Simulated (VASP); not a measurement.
Crystal: Zn.

```
Zn
1.0
     2.56000    0.00000    0.00000
     0.00000    2.56000    0.00000
     0.00000    0.00000    2.56000
Zn
1
Direct
  0.00000 0.00000 0.00000
```

| Property | Result |
| --- | --- |
| Program | VASP 6.6.1 |
| Task | relaxation of cell and atoms |
| Functional | PBE |
| Potentials or basis | VASP PAW PBE potentials, release 64 (Zn) |
| Cutoff | 600 eV |
| k mesh | 18 × 18 × 18 |
| Occupations | methfessel-paxton, width 0.05 eV |
| Spin | no spin polarisation |

At the start: pressure 5.0 GPa; volume 16.78 Å³/atom.

Task: How do energy, volume and symmetry change on relaxing?

Result: Over 3 steps the energy falls by 21.1 meV/atom and the volume is 18.24 Å³/atom (+8.7 %); space group Pm-3m (No. 221, to 0.05 Å).

Step by step:
```tsv
step	energy change (eV)	largest force (eV/Å)	pressure (GPa)	volume (Å³)
1	0.0000	0.0000	4.95	16.78
2	-0.0208	0.0000	0.46	18.07
3	-0.0211	0.0000	0.02	18.24
```

Final structure:
```
Zn
1.0
     2.63212    0.00000    0.00000
     0.00000    2.63212    0.00000
     0.00000    0.00000    2.63212
Zn
1
Direct
  0.00000 0.00000 0.00000
```
